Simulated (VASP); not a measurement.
A run of VASP 6.6.1 is set up as follows.

Contents of INCAR:

```
SYSTEM = Ti
ALGO = Normal ; EDIFF = 1E-6
ENCUT = 520 ; GGA = PE
ISIF = 2 ; ISMEAR = -1
LASPH = .TRUE. ; LCHARG = .FALSE.
LREAL = .FALSE. ; LWAVE = .FALSE.
NBANDS = 12 ; NELM = 60
PREC = Accurate ; SIGMA = 0.08
```

KPOINTS

```
k-points
0
G
  18 18 18
  0 0 0
```

POSCAR

```
Ti
1.0
    0.0000000000      1.6541119949      1.6541119949
    1.6541119949      0.0000000000      1.6541119949
    1.6541119949      1.6541119949      0.0000000000
Ti
1
Direct
    0.0000000000      0.0000000000      0.0000000000
```

Potentials or basis: VASP PAW PBE potentials, release 64 (Ti_sv).

Command:

```console
$ cat potpaw_PBE.64/Ti_sv/POTCAR > POTCAR
$ mpirun -np 1 vasp_std > vasp.out
```

Question: Estimate the band gap on the k mesh.

Answer: Zero (bands 6 and 7 overlap by 1.81 eV).

Question: What does it give for the pressure?

Answer: 193.9 GPa.

Caveat: the cell stands under pressure.
